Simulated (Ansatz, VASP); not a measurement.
## One calculation of Rh, two programs

```
Rh
1.0
     0.00000    1.89785    1.89785
     1.89785    0.00000    1.89785
     1.89785    1.89785    0.00000
Rh
1
Direct
  0.00000 0.00000 0.00000
```

Alike in both runs: task relaxation of cell and atoms; functional BLYP; k mesh 12 × 12 × 12; occupations fermi-dirac, width 0.05 eV; no spin polarisation.

|  | VASP | Ansatz |
| --- | --- | --- |
| version | VASP 6.6.1 | Ansatz 0.2.0 |
| potentials or method | VASP PAW PBE potentials, release 64 (Rh_pv), cutoff 600 eV | all-electron LAPW, scalar-relativistic |

Ansatz gave:

```
relaxed volume (Å³/atom)                                     : 14.81
relaxed cell length with the largest relative difference (Å) : 2.757
```

Question: What did VASP give for the same quantities?

Answer: Relaxed volume (Å³/atom): 14.84; relaxed cell length with the largest relative difference (Å): 2.759.

VASP's potentials were made for PBE, not for BLYP. Ansatz ran all-electron here, and VASP with PAW potentials.
